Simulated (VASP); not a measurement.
Write the native input for VASP 6.6.1 that does the following.

```
Task                   : single point
Functional             : PBE
Potentials or basis    : VASP PAW PBE potentials, release 64 (Bi_d, Te)
Cutoff                 : 520 eV
k mesh                 : 3 × 3 × 4
Occupations            : gaussian, width 0.1 eV
Spin                   : no spin polarisation
Dipole correction      : no
Further INCAR settings : ALGO = Normal; EDIFF = 1e-07; NBANDS = 32
```

The structure of BiTe5 lies in POSCAR:

```
BiTe5
1.0
    7.1475285930      0.0000000000      0.0000000000
   -3.5737642965      6.1899413358      0.0000000000
    0.0000000000      0.0000000000      4.4202309174
Bi Te
1 5
Direct
    0.0000000000      0.0000000000      0.5000000000
    0.0000000000      0.3338524556      0.0000000000
    0.6661475444      0.6661475444      0.0000000000
    0.3338524556      0.0000000000      0.0000000000
    0.6666666667      0.3333333333      0.5000000000
    0.3333333333      0.6666666667      0.5000000000
```

The cell was generated, and may not be a known phase.

The input as run:

INCAR

```
SYSTEM = BiTe5
ALGO     = Normal         ! electronic algorithm
EDIFF    = 1E-7           ! SCF threshold, eV
ENCUT    = 520            ! plane-wave cutoff, eV
GGA      = PE             ! functional
ISIF     = 2              ! what is computed and relaxed
ISMEAR   = 0              ! smearing method
LASPH    = .True.         ! aspherical terms in the spheres
LCHARG   = .False.        ! write CHGCAR
LREAL    = .False.        ! projectors in reciprocal space
LWAVE    = .False.        ! write WAVECAR
NBANDS   = 32             ! bands
NELM     = 60             ! most SCF steps
PREC     = Accurate       ! precision mode
SIGMA    = 0.1            ! smearing width, eV
```

KPOINTS

```
k-points
0
Gamma
  3 3 4
  0 0 0
```

Potentials or basis: VASP PAW PBE potentials, release 64 (Bi_d, Te).

The run is started by

```console
$ cat potpaw_PBE.64/Bi_d/POTCAR potpaw_PBE.64/Te/POTCAR > POTCAR
$ mpirun -np 1 vasp_std > vasp.out
```

Results of the run:

```
Pressure               : -0.2 GPa
Band gap on the k mesh : zero (an odd number of electrons rules out a gap without spin polarisation)
```

Caveat: spin-orbit coupling is left out, which moves the levels of the heavy elements; an odd number of electrons without spin polarisation forces a metal; a magnetic or distorted state may lie lower.

It took 40 s on 1 thread of Intel(R) Xeon(R) 6975P-C (Granite Rapids), on a shared host, peak memory 0.32 GiB.
